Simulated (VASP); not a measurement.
# InW4 (Pm-3m) in VASP: notebook, part 2 of 2

VASP 6.6.1. Earlier steps stand in the parts before.

## Step 3: Single point, PBE

This run uses another cell than the first one, of 22.64 Å³/atom, 1.016 times its volume.

File INCAR:

```
SYSTEM = InW4
  ALGO = Normal
  EDIFF = 1E-7
  ENCUT = 520
  GGA = PE
  ISIF = 2
  ISMEAR = 0
  LASPH = .TRUE.
  LCHARG = .FALSE.
  LREAL = .FALSE.
  LWAVE = .FALSE.
  NBANDS = 42
  NELM = 100
  PREC = Accurate
  SIGMA = 0.1
```

File KPOINTS:

```
k-points
0
G
  4 4 4
  0 0 0
```

File POSCAR:

```
InW4
1.0
    4.8372772600      0.0000000000      0.0000000000
    0.0000000000      4.8372772600      0.0000000000
    0.0000000000      0.0000000000      4.8372772600
In W
1 4
Direct
    0.0000000000      0.0000000000      0.0000000000
    0.0000000000      0.5000000000      0.5000000000
    0.5000000000      0.0000000000      0.5000000000
    0.5000000000      0.5000000000      0.0000000000
    0.5000000000      0.5000000000      0.5000000000
```

Potentials or basis: VASP PAW PBE potentials, release 64 (In_d, W_sv).

Run with:

```sh
> cat potpaw_PBE.64/In_d/POTCAR potpaw_PBE.64/W_sv/POTCAR > POTCAR
> mpirun -np 1 vasp_std > vasp.out
```

OUTCAR:

```text
SYSTEM = InW4
   EDIFF = 1E-7
   ENCUT = 520
   GGA = PE
   ISIF = 2
   ISMEAR = 0
   LASPH = .TRUE.
   LREAL = .FALSE.
   NELM = 100
   PREC = Accurate

 ion  position               nearest neighbor table
   1  0.000  0.000  0.000-   2 3.42   3 3.42   4 3.42   2 3.42   3 3.42   2 3.42   4 3.42   2 3.42
                             3 3.42   4 3.42   3 3.42   4 3.42
   2  0.000  0.500  0.500-   5 2.42   5 2.42   4 3.42   1 3.42   1 3.42   4 3.42   1 3.42   3 3.42
                             1 3.42   3 3.42   4 3.42   3 3.42   4 3.42   3 3.42
   3  0.500  0.000  0.500-   5 2.42   5 2.42   4 3.42   1 3.42   1 3.42   4 3.42   2 3.42   4 3.42
                             2 3.42   4 3.42   1 3.42   2 3.42   1 3.42   2 3.42
   4  0.500  0.500  0.000-   5 2.42   5 2.42   3 3.42   1 3.42   2 3.42   3 3.42   2 3.42   1 3.42
                             3 3.42   3 3.42   1 3.42   2 3.42   2 3.42   1 3.42
   5  0.500  0.500  0.500-   2 2.42   3 2.42   4 2.42   4 2.42   3 2.42   2 2.42

  LATTYP: Found a simple cubic cell.
 ALAT       =     4.8372772600

  Lattice vectors:

 A1 = (   4.8372772600,   0.0000000000,   0.0000000000)
 A2 = (   0.0000000000,   4.8372772600,   0.0000000000)
 A3 = (   0.0000000000,   0.0000000000,   4.8372772600)
[... 170 lines left out ...]
 cond. band min:       7.3202550145   @ k =   0.5000   0.5000   0.5000
 fundamental gap:      0.0746871341
 Fermi energy:         7.2828551332

 k-point     1 :       0.0000    0.0000    0.0000
  band No.  band energies     occupation
      1     -67.1320      2.00000
      2     -67.0824      2.00000
      3     -67.0824      2.00000
      4     -65.9919      2.00000
      5     -32.1662      2.00000
      6     -32.1662      2.00000
[... 439 lines left out ...]
     41       8.3468      0.00000
     42       8.3468      0.00000

------------------------ aborting loop because EDIFF is reached ----------------------------------------

  FORCE on cell =-STRESS in cart. coord.  units (eV):
  Direction    XX          YY          ZZ          XY          YZ          ZX
  --------------------------------------------------------------------------------------
  -------------------------------------------------------------------------------------
  Total       -1.0864433     -1.0864433     -1.0864433     -0.0000000     -0.0000000      0.0000000
  in kB      -15.3785262    -15.3785262    -15.3785262     -0.0000000     -0.0000000      0.0000000
  external PRESSURE =     -15.3785262 kB  Pullay stress =       0.0000000 kB

 VOLUME and BASIS-vectors are now :
 -----------------------------------------------------------------------------
  energy-cutoff  :      520.00
  volume of cell :      113.19
      direct lattice vectors                 reciprocal lattice vectors
     4.837277260  0.000000000  0.000000000     0.206727865  0.000000000  0.000000000
     0.000000000  4.837277260  0.000000000     0.000000000  0.206727865  0.000000000
     0.000000000  0.000000000  4.837277260     0.000000000  0.000000000  0.206727865

 POSITION                                       TOTAL-FORCE (eV/Angst)
 -----------------------------------------------------------------------------------
      0.00000      0.00000      0.00000         0.000000      0.000000      0.000000
      0.00000      2.41864      2.41864         0.000000      0.000000      0.000000
      2.41864      0.00000      2.41864         0.000000      0.000000      0.000000
      2.41864      2.41864      0.00000         0.000000      0.000000      0.000000
      2.41864      2.41864      2.41864         0.000000      0.000000      0.000000
 -----------------------------------------------------------------------------------
    total drift:                                0.000000      0.000000      0.000000

  FREE ENERGIE OF THE ION-ELECTRON SYSTEM (eV)
  ---------------------------------------------------
  free  energy   TOTEN  =       -43.8707222478 eV

  energy  without entropy=      -43.8425104216  energy(sigma->0) =      -43.85661633
```

Wall time 26 s (1 thread of Intel Xeon 6975P-C (Granite Rapids), shared host); peak memory 0.21 GiB.

Results:

| Property | Result |
| --- | --- |
| Free energy | -43.8707 eV |
| Pressure | -1.5 GPa |

Caveat: spin-orbit coupling is left out, which moves the levels of the heavy elements.

## Step 4: Single point, PBE

This run uses another cell than the first one, of 22.11 Å³/atom, 0.993 times its volume.

File INCAR:

```
PREC     = Accurate       # precision mode
ENCUT    = 520            # plane-wave cutoff, eV
EDIFF    = 1E-7           # SCF threshold, eV
ISMEAR   = 0              # smearing method
SIGMA    = 0.1            # smearing width, eV
LREAL    = False          # projectors in reciprocal space
LASPH    = True           # aspherical terms in the spheres
NELM     = 100            # most SCF steps
ALGO     = Fast           # electronic algorithm
ISIF     = 2              # what is computed and relaxed
LWAVE    = False          # write WAVECAR
LCHARG   = False          # write CHGCAR
GGA      = PE             # functional
NBANDS   = 42             # bands
```

File KPOINTS:

```
Automatic mesh
0
Gamma
  8 8 8
```

POSCAR: that of step 3 with these lines changed.

```diff
@@ -2,5 +2,5 @@
 1.0
-    4.8372772600      0.0000000000      0.0000000000
-    0.0000000000      4.8372772600      0.0000000000
-    0.0000000000      0.0000000000      4.8372772600
+    4.7996773455      0.0000000000      0.0000000000
+    0.0000000000      4.7996773455      0.0000000000
+    0.0000000000      0.0000000000      4.7996773455
 In W
```

Potentials or basis: VASP PAW PBE potentials, release 64 (In_d, W_sv).

Run with:

```sh
> cat potpaw_PBE.64/In_d/POTCAR potpaw_PBE.64/W_sv/POTCAR > POTCAR
> mpirun -np 1 vasp_std > vasp.out
```

OUTCAR:

```text
PREC = Accurate
   ENCUT = 520
   EDIFF = 1E-7
   ISMEAR = 0
   LREAL = False
   LASPH = True
   NELM = 100
   ISIF = 2
   GGA = PE

 ion  position               nearest neighbor table
   1  0.000  0.000  0.000-   2 3.39   3 3.39   4 3.39   2 3.39   3 3.39   2 3.39   4 3.39   2 3.39
                             3 3.39   4 3.39   3 3.39   4 3.39
   2  0.000  0.500  0.500-   5 2.40   5 2.40   4 3.39   1 3.39   1 3.39   4 3.39   1 3.39   3 3.39
                             1 3.39   3 3.39   4 3.39   3 3.39   4 3.39   3 3.39
   3  0.500  0.000  0.500-   5 2.40   5 2.40   4 3.39   1 3.39   1 3.39   4 3.39   2 3.39   4 3.39
                             2 3.39   4 3.39   1 3.39   2 3.39   1 3.39   2 3.39
   4  0.500  0.500  0.000-   5 2.40   5 2.40   3 3.39   1 3.39   2 3.39   3 3.39   2 3.39   1 3.39
[... 1289 lines left out ...]
  Total        0.5245538      0.5245538      0.5245538     -0.0000000     -0.0000000     -0.0000000
  in kB        7.6008902      7.6008902      7.6008902     -0.0000000     -0.0000000     -0.0000000
  external PRESSURE =       7.6008902 kB  Pullay stress =       0.0000000 kB

 VOLUME and BASIS-vectors are now :
 -----------------------------------------------------------------------------
  energy-cutoff  :      520.00
  volume of cell :      110.57
      direct lattice vectors                 reciprocal lattice vectors
     4.799677346  0.000000000  0.000000000     0.208347338  0.000000000  0.000000000
     0.000000000  4.799677346  0.000000000     0.000000000  0.208347338  0.000000000
     0.000000000  0.000000000  4.799677346     0.000000000  0.000000000  0.208347338

 POSITION                                       TOTAL-FORCE (eV/Angst)
 -----------------------------------------------------------------------------------
      0.00000      0.00000      0.00000         0.000000      0.000000      0.000000
      0.00000      2.39984      2.39984         0.000000      0.000000      0.000000
      2.39984      0.00000      2.39984         0.000000      0.000000      0.000000
      2.39984      2.39984      0.00000         0.000000      0.000000      0.000000
      2.39984      2.39984      2.39984         0.000000      0.000000      0.000000
 -----------------------------------------------------------------------------------
    total drift:                                0.000000      0.000000      0.000000

  FREE ENERGIE OF THE ION-ELECTRON SYSTEM (eV)
  ---------------------------------------------------
  free  energy   TOTEN  =       -44.0460740098 eV

  energy  without entropy=      -44.0218493751  energy(sigma->0) =      -44.03396169
```

OSZICAR:

```text
N       E                     dE             d eps       ncg     rms          rms(c)
DAV:   1     0.916900393517E+03    0.91690E+03   -0.39222E+04  2988   0.195E+03
DAV:   2     0.216101630597E+02   -0.89529E+03   -0.87828E+03  3066   0.599E+02
DAV:   3    -0.438363070860E+02   -0.65446E+02   -0.62763E+02  3532   0.160E+02
[... 25 lines left out ...]
RMM:  29    -0.440460731622E+02   -0.42566E-06   -0.45008E-06  2175   0.188E-03    0.455E-04
RMM:  30    -0.440460735488E+02   -0.38655E-06   -0.39573E-06  1892   0.151E-03    0.631E-04
RMM:  31    -0.440460737501E+02   -0.20130E-06   -0.21270E-06  1712   0.125E-03    0.769E-04
RMM:  32    -0.440460739209E+02   -0.17078E-06   -0.18073E-06  1550   0.106E-03    0.794E-04
RMM:  33    -0.440460740098E+02   -0.88896E-07   -0.99251E-07  1506   0.952E-04
   1 F= -.44046074E+02 E0= -.44033962E+02  d E =-.242246E-01
```

stdout:

```text
POSCAR found type information on POSCAR InW
 POSCAR found :  2 types and       5 ions
 scaLAPACK will be used
 LDA part: xc-table for (Slater+PW92), standard interpolation
 POSCAR, INCAR and KPOINTS ok, starting setup
 FFT: planning ... GRIDC
 FFT: planning ... GRID_SOFT
 FFT: planning ... GRID
 WAVECAR not read
 entering main loop
WARNING in EDDRMM: call to ZHEGV failed, returncode =   6  3     39
```

Run time: 2.4 min. Hardware: 1 thread of Intel Xeon 6975P-C (Granite Rapids), shared host; peak memory 0.28 GiB.

What came out:

```yaml
Free_energy: -44.0461 eV
Pressure: 0.8 GPa
```

Caveat: spin-orbit coupling is left out, which moves the levels of the heavy elements.

## Step 5: Overview

```csv
cell,k mesh,gap on the mesh (eV),pressure (GPa)
"a = 4.811 Å, 5 atoms",4 × 4 × 4,none,0.7
"a = 4.837 Å, 5 atoms",4 × 4 × 4,none,-1.5
"a = 4.800 Å, 5 atoms",8 × 8 × 8,none,0.8
```

Alike in all rows: task single point; level PBE; potentials or basis VASP PAW PBE potentials, release 64 (In_d, W_sv); no spin polarisation; cutoff (eV) 520; smearing gaussian 0.1 eV.

Caveats: spin-orbit coupling is left out, which moves the levels of the heavy elements.

Total energies depend on the potentials used, so only differences within one code and one set of settings carry meaning.
